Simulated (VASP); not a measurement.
# WSe2 (P6_3/mmc) in VASP: single point with LDA

Aim: the single point of WSe2 with LDA.

Program: VASP 6.6.1. These are calculated values, not measurements. Logs are shortened: lines on timing, memory, paths and dates and some standing lists are left out, and cuts for length are marked.

**Experimental background.**

“Time-resolved XUV ARPES with tunable 24–33 eV laser pulses at 30 meV resolution”, 2019, pmc:6684652 reports, for a bulk crystal of WSe2: band gap 1.3 eV (indirect).

The runs below are set against these values where they give the same quantity.

## Step 1: The cell of the first run

The structure is hexagonal, space group P6_3/mmc (No. 194). Conventional cell: a = 3.250 Å, b = 3.250 Å, c = 12.820 Å, α = 90.00°, β = 90.00°, γ = 120.00°. Within 3.3 Å of W (site symmetry -6m2) lie 6 Se at 2.51 Å and 6 W at 3.25 Å. Within 3.3 Å of Se (site symmetry 3m) lie 3 W at 2.51 Å and 6 Se at 3.25 Å.

## Step 2: Single point, LDA

Input file INCAR:

```
  PREC = Accurate
  ENCUT = 520
  EDIFF = 1E-7
  ISMEAR = 0
  SIGMA = 0.01
  LREAL = F
  LASPH = T
  NELM = 60
  ALGO = Normal
  ISIF = 2
  LWAVE = F
  LCHARG = T
  LELF = T
  LVHAR = T
  NBANDS = 35
```

Input file KPOINTS:

```
Automatic mesh
0
Gamma
  8 8 2
```

Input file POSCAR:

```
WSe2
1.0
    3.2497005514      0.0000000000      0.0000000000
   -1.6248502757      2.8143232322      0.0000000000
    0.0000000000      0.0000000000     12.8202143352
W Se
2 4
Direct
    0.3333333333      0.6666666667      0.2500000000
    0.6666666667      0.3333333333      0.7500000000
    0.3333333333      0.6666666667      0.6199798568
    0.6666666667      0.3333333333      0.1199798568
    0.3333333333      0.6666666667      0.8800201432
    0.6666666667      0.3333333333      0.3800201432
```

Potentials or basis: VASP PAW LDA potentials, release 64 (W_sv, Se).

Launch:

```bash
> cat potpaw_LDA.64/W_sv/POTCAR potpaw_LDA.64/Se/POTCAR > POTCAR
> mpirun -np 1 vasp_std > vasp.out
```

OUTCAR:

```text
PREC = Accurate
   ENCUT = 520
   EDIFF = 1E-7
   ISMEAR = 0
   LREAL = F
   LASPH = T
   NELM = 60
   ISIF = 2

 ion  position               nearest neighbor table
   1  0.333  0.667  0.250-   4 2.51   6 2.51   4 2.51   6 2.51   4 2.51   6 2.51
   2  0.667  0.333  0.750-   3 2.51   5 2.51   3 2.51   5 2.51   3 2.51   5 2.51
   3  0.333  0.667  0.620-   2 2.51   2 2.51   2 2.51
   4  0.667  0.333  0.120-   1 2.51   1 2.51   1 2.51
   5  0.333  0.667  0.880-   2 2.51   2 2.51   2 2.51
   6  0.667  0.333  0.380-   1 2.51   1 2.51   1 2.51

  LATTYP: Found a hexagonal cell.
 ALAT       =     3.2497005514
 C/A-ratio  =     3.9450448226

  Lattice vectors:

 A1 = (   3.2497005514,   0.0000000000,   0.0000000000)
 A2 = (  -1.6248502757,   2.8143232322,   0.0000000000)
 A3 = (   0.0000000000,   0.0000000000,  12.8202143352)

Analysis of symmetry for initial positions (statically):
=====================================================================
 Subroutine PRICEL returns:
 Original cell was already a primitive cell.

 Routine SETGRP: Setting up the symmetry group for a
 hexagonal supercell.

 Subroutine GETGRP returns: Found 24 space group operations
 (whereof 12 operations were pure point group operations)
 out of a pool of 24 trial point group operations.

The static configuration has the point symmetry D_3d.
 The point group associated with its full space group is D_6h.

Analysis of symmetry for dynamics (positions and initial velocities):
=====================================================================
 Subroutine PRICEL returns:
 Original cell was already a primitive cell.

 Routine SETGRP: Setting up the symmetry group for a
 hexagonal supercell.

 Subroutine GETGRP returns: Found 24 space group operations
 (whereof 12 operations were pure point group operations)
 out of a pool of 24 trial point group operations.

The dynamic configuration has the point symmetry D_3d.
 The point group associated with its full space group is D_6h.

 Subroutine INISYM returns: Found 24 space group operations
 (whereof 12 operations are pure point group operations),
 and found     1 'primitive' translations

----------------------------------------------------------------------------------------

                                     Primitive cell

  volume of cell :     117.2499

  direct lattice vectors                    reciprocal lattice vectors
     3.249700551  0.000000000  0.000000000     0.307720660  0.177662606  0.000000000
    -1.624850276  2.814323232  0.000000000     0.000000000  0.355325212  0.000000000
     0.000000000  0.000000000 12.820214335     0.000000000  0.000000000  0.078001816

  length of vectors
     3.249700551  3.249700551 12.820214335     0.355325212  0.355325212  0.078001816

  position of ions in fractional coordinates (direct lattice)
     0.333333333  0.666666667  0.250000000
     0.666666667  0.333333333  0.750000000
     0.333333333  0.666666667  0.619979857
     0.666666667  0.333333333  0.119979857
     0.333333333  0.666666667  0.880020143
     0.666666667  0.333333333  0.380020143

  ion indices of the primitive-cell ions
   primitive index   ion index
                 1           1
                 2           2
                 3           3
                 4           4
                 5           5
                 6           6

----------------------------------------------------------------------------------------

 KPOINTS: Automatic mesh

Automatic generation of k-mesh.
 Grid dimensions read from file:
 generate k-points for:    8    8    2

 Generating k-lattice:

  Cartesian coordinates                     Fractional coordinates (reciprocal lattice)
     0.038465083  0.022207826  0.000000000     0.125000000  0.000000000  0.000000000
     0.000000000  0.044415652  0.000000000     0.000000000  0.125000000  0.000000000
     0.000000000  0.000000000  0.039000908     0.000000000  0.000000000  0.500000000

  Length of vectors
     0.044415652  0.044415652  0.039000908

  Shift w.r.t. Gamma in fractional coordinates (k-lattice)
     0.000000000  0.000000000  0.000000000

 Subroutine IBZKPT returns following result:
 ===========================================

 Found     20 irreducible k-points:

 Following reciprocal coordinates:
            Coordinates               Weight
  0.000000  0.000000  0.000000      1.000000
  0.125000  0.000000  0.000000      6.000000
  0.250000  0.000000  0.000000      6.000000
  0.375000  0.000000  0.000000      6.000000
  0.500000  0.000000  0.000000      3.000000
  0.125000  0.125000  0.000000      6.000000
[... 12 lines left out ...]
  0.250000  0.250000  0.500000      6.000000
  0.375000  0.250000  0.500000      6.000000
   k-points           NKPTS =     20   k-points in BZ     NKDIM =     20   number of bands    NBANDS=     35
   number of dos      NEDOS =    301   number of ions     NIONS =      6
   total plane-waves  NPLWV =  55296
   dimension x,y,z NGX =    24 NGY =   24 NGZ =   96
   dimension x,y,z NGXF=    48 NGYF=   48 NGZF=  192
   ions per type =               2   4
   NGX,Y,Z   is equivalent  to a cutoff of  12.28, 12.28, 12.45 a.u.
   NGXF,Y,Z  is equivalent  to a cutoff of  24.56, 24.56, 24.90 a.u.
 SYSTEM =  unknown system
   PREC   = accura    normal or accurate (medium, high low for compatibility)
   ISTART =      0    job   : 0-new  1-cont  2-samecut
   ICHARG =      2    charge: 1-file 2-atom 10-const
   ISPIN  =      1    spin polarized calculation?
   LNONCOLLINEAR =      F non collinear calculations
   LSORBIT =      F    spin-orbit coupling
   LASPH  =      T    aspherical Exc in radial PAW
   ENCUT  =  520.0 eV  38.22 Ry    6.18 a.u.   6.04  6.04 23.84*2*pi/ulx,y,z
   NELM   =     60;   NELMIN=  2; NELMDL= -5     # of ELM steps
   EDIFF  = 0.1E-06   stopping-criterion for ELM
   LREAL  =      F    real-space projection
   EDIFFG = 0.1E-05   stopping-criterion for IOM
   NSW    =      0    number of steps for IOM
   IBRION =     -1    ionic relax: 0-MD 1-quasi-New 2-CG
   NFREE  =      0    steps in history (QN), initial steepest desc. (CG)
   ISIF   =      2    stress and relaxation
   ISYM   =      2    0-nonsym 1-usesym 2-fastsym
   POTIM  = 0.5000    time-step for ionic-motion
   TEBEG  =    0.0;   TEEND  =   0.0 temperature during run
   PSTRESS=    0.0 pullay stress
   NELECT =      52.0000    total number of electrons
   NUPDOWN=      -1.0000    fix difference up-down
   EMIN   =  10.00;   EMAX   =-10.00  energy-range for DOS
   EFERMI =   0.00;   METHOD = LEGACY
   ISMEAR =     0;   SIGMA  =   0.01  broadening in eV -4-tet -1-fermi 0-gaus
   EFERMI_NEDOS =   21; number of points for ismear=-14 and -15
   IALGO  =     38    algorithm
   IMIX   =      4    mixing-type and parameters
     AMIX     =   0.40;   BMIX     =  1.00
     AMIX_MAG =   1.60;   BMIX_MAG =  1.00
  volume/ion in A,a.u.               =      19.54       131.87
  Fermi-wavevector in a.u.,A,eV,Ry     =   1.248452  2.359232 21.206471  1.558632
  Thomas-Fermi vector in A             =   2.382538
   LORBIT       =      0    0 simple, 1 ext, 2 COOP (PROOUT), +10 PAW based schemes
   GGA     = CA    functional components
   LHFCALC =     F    Hartree Fock is set to
   AEXX    =    0.0000 exact exchange contribution
   IVDW    =     0    specifies the selected vdW correction
   LEPSILON=     F    determine dielectric tensor
   LRPA    =     F    only Hartree local field effects (RPA)
 non-spin polarized calculation
 Gauss-broadening in eV      SIGMA  =   0.01
  energy-cutoff  :      520.00
  volume of cell :      117.25
 maximum number of plane-waves:      3202
   NGX = 13   NGY = 13   NGZ = 47

 number of electron      51.9999989 magnetization

 Free energy of the ion-electron system (eV)
  ---------------------------------------------------
  ext. energy  EPLUGINS =         0.00000000
  ---------------------------------------------------
  free energy    TOTEN  =       -48.49055180 eV

  energy without entropy =      -48.49055180  energy(sigma->0) =      -48.49055180

 E-fermi :   6.8949     XC(G=0): -11.1953

 val. band max:        6.6703564219   @ k =   0.0000   0.0000   0.0000
 cond. band min:       7.6615288365   @ k =   0.2500   0.1250   0.0000
 fundamental gap:      0.9911724146
 Fermi energy:         6.8948822358

 k-point     1 :       0.0000    0.0000    0.0000
  band No.  band energies     occupation
      1     -67.1667      2.00000
      2     -67.1667      2.00000
      3     -31.7143      2.00000
      4     -31.7143      2.00000
      5     -31.5402      2.00000
      6     -31.5402      2.00000
[... 27 lines left out ...]
     34       9.7398      0.00000
     35      11.3230      0.00000

 k-point     2 :       0.1250    0.0000    0.0000
  band No.  band energies     occupation
      1     -67.1648      2.00000
      2     -67.1648      2.00000
      3     -31.7064      2.00000
      4     -31.7064      2.00000
      5     -31.5811      2.00000
      6     -31.5811      2.00000
[... 27 lines left out ...]
     34       9.8916      0.00000
     35      12.4805      0.00000

 k-point     3 :       0.2500    0.0000    0.0000
  band No.  band energies     occupation
      1     -67.1602      2.00000
      2     -67.1602      2.00000
      3     -31.6872      2.00000
      4     -31.6872      2.00000
      5     -31.6785      2.00000
      6     -31.6785      2.00000
[... 27 lines left out ...]
     34      10.6253      0.00000
     35      13.1383      0.00000
[... 571 lines left out ...]
 k-point    19 :       0.2500    0.2500    0.5000
  band No.  band energies     occupation
      1     -67.1537      2.00000
      2     -67.1537      2.00000
      3     -31.7631      2.00000
      4     -31.7631      2.00000
      5     -31.6600      2.00000
      6     -31.6600      2.00000
[... 27 lines left out ...]
     34      11.0814      0.00000
     35      12.7486      0.00000

 k-point    20 :       0.3750    0.2500    0.5000
  band No.  band energies     occupation
      1     -67.1524      2.00000
      2     -67.1524      2.00000
      3     -31.7663      2.00000
      4     -31.7663      2.00000
      5     -31.6881      2.00000
      6     -31.6881      2.00000
[... 27 lines left out ...]
     34      11.0565      0.00000
     35      12.5187      0.00000

------------------------ aborting loop because EDIFF is reached ----------------------------------------

  FORCE on cell =-STRESS in cart. coord.  units (eV):
  Direction    XX          YY          ZZ          XY          YZ          ZX
  --------------------------------------------------------------------------------------
  -------------------------------------------------------------------------------------
  Total        0.5375344      0.5375344      0.6790750      0.0000000      0.0000000      0.0000000
  in kB        7.3452107      7.3452107      9.2793107      0.0000000      0.0000000      0.0000000
  external PRESSURE =       7.9899107 kB  Pullay stress =       0.0000000 kB

 VOLUME and BASIS-vectors are now :
 -----------------------------------------------------------------------------
  energy-cutoff  :      520.00
  volume of cell :      117.25
      direct lattice vectors                 reciprocal lattice vectors
     3.249700551  0.000000000  0.000000000     0.307720660  0.177662606  0.000000000
    -1.624850276  2.814323232  0.000000000     0.000000000  0.355325212  0.000000000
     0.000000000  0.000000000 12.820214335     0.000000000  0.000000000  0.078001816

 POSITION                                       TOTAL-FORCE (eV/Angst)
 -----------------------------------------------------------------------------------
     -0.00000      1.87622      3.20505         0.000000      0.000000      0.000000
      1.62485      0.93811      9.61516        -0.000000     -0.000000      0.000000
     -0.00000      1.87622      7.94827        -0.000000     -0.000000     -0.101106
      1.62485      0.93811      1.53817         0.000000     -0.000000     -0.101106
     -0.00000      1.87622     11.28205        -0.000000      0.000000      0.101106
      1.62485      0.93811      4.87194         0.000000      0.000000      0.101106
 -----------------------------------------------------------------------------------
    total drift:                               -0.000000      0.000000     -0.000000

  FREE ENERGIE OF THE ION-ELECTRON SYSTEM (eV)
  ---------------------------------------------------
  free  energy   TOTEN  =       -48.4905517953 eV

  energy  without entropy=      -48.4905517953  energy(sigma->0) =      -48.49055180
```

Run time: 56 s. Hardware: 1 thread of AMD EPYC 9R14 (Zen 4), shared host; peak memory 0.19 GiB.

Results:

```
Free energy            : -48.4906 eV
Pressure               : 0.8 GPa
Largest force          : 0.101 eV/Å
Band gap on the k mesh : 0.99 eV, indirect (least direct gap 1.97 eV)
```

Forces on the atoms (eV/Å):
```
W    0.000  0.000  0.000
W    0.000  0.000  0.000
Se   0.000  0.000 -0.101
Se   0.000  0.000 -0.101
Se   0.000  0.000  0.101
Se   0.000  0.000  0.101
```

Caveat: spin-orbit coupling is left out, which moves the levels of the heavy elements.

## Step 3: Comparison with measurements

Step 2. A measured gap of WSe2 is 1.3 eV (indirect; “Time-resolved XUV ARPES with tunable 24–33 eV laser pulses at 30 meV resolution”, 2019, pmc:6684652); the calculated 0.99 eV misses it by -0.31 eV. Spin-orbit coupling on Se, W is left out. The value is that of LDA on a finite k mesh, which can miss the band edges, without temperature or zero-point motion. Semilocal functionals fall short of measured gaps as a rule.
